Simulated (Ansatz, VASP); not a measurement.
**RuC2: VASP beside Ansatz**

```
Ru C
1.0
     2.48731   -0.00011    0.02625
    -1.24377    2.15451    0.00592
     0.19292    0.15855   18.10704
Ru C
2 4
Direct
  0.00949 0.06251 0.00127
  0.19189 0.08475 0.49933
  0.27087 0.56692 0.25051
  0.29509 0.69275 0.74919
  0.60422 0.23364 0.25051
  0.62844 0.35944 0.74919
```

Change from the starting cell: AlB2 type (P6/mmm, No. 191); cell x2, atoms moved at random (sigma 0.15 Å) and cell strained at random (1.5 %), then relaxed without symmetry.

Alike in both runs: functional PBE; k mesh 12 × 12 × 2; occupations gaussian, width 0.1 eV; no spin polarisation.

Ansatz relaxed the structure, and its values are those at the end. VASP's run is a single point on that final structure, the one shown.

|  | VASP | Ansatz |
| --- | --- | --- |
| version | VASP 6.6.1 | Ansatz 0.2.0 |
| potentials or method | VASP PAW PBE potentials, release 64 (Ru_pv, C), cutoff 520 eV | scalar-relativistic, plane waves, PAW |
| valence electrons in the cell | 44 | 48 |

|  | VASP | Ansatz | Ansatz less VASP |
| --- | --- | --- | --- |
| gap on the k mesh at the Fermi level (eV) | none | none | - |
| pressure (GPa) | 0.2 | 0.0 | -0.17 |

A gap of «none» marks a metal or a gap that the smearing closes. The functional is the same, so the differences come from potentials, cutoffs and numerics. VASP's potentials hold 44 valence electrons a cell and Ansatz's 48, so a difference there can come from the potentials and not from the codes.
